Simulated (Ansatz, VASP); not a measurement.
**SiC in VASP and in Ansatz**

```
Si C
1.0
     0.02670    2.17246    2.17246
     2.17246    0.02670    2.17246
     2.17246    2.17246    0.02670
Si C
1 1
Direct
  0.00068 0.00068 0.00068
  0.24932 0.24932 0.24932
```

Change from the starting cell: strained cell.

Alike in both runs: task relaxation of the atoms; functional PBEsol; k mesh 9 × 9 × 9; occupations gaussian, width 0.02 eV; no spin polarisation.

```csv
,VASP,Ansatz
version,VASP 6.6.1,Ansatz 0.2.0
potentials or method,"VASP PAW PBE potentials, release 64 (Si, C), cutoff 520 eV","scalar-relativistic, plane waves, PAW"
valence electrons in the cell,8,8
```

|  | VASP | Ansatz | Ansatz less VASP |
| --- | --- | --- | --- |
| gap on the k mesh at the Fermi level, each at its own relaxed structure (eV) | 1.28 | 1.29 | +0.011 |

VASP's potentials were made for PBE, not for PBEsol. Ansatz's warnings: stress scf threshold loose.

Noted on VASP's run: the relaxation stopped at its first step, so nothing moved.
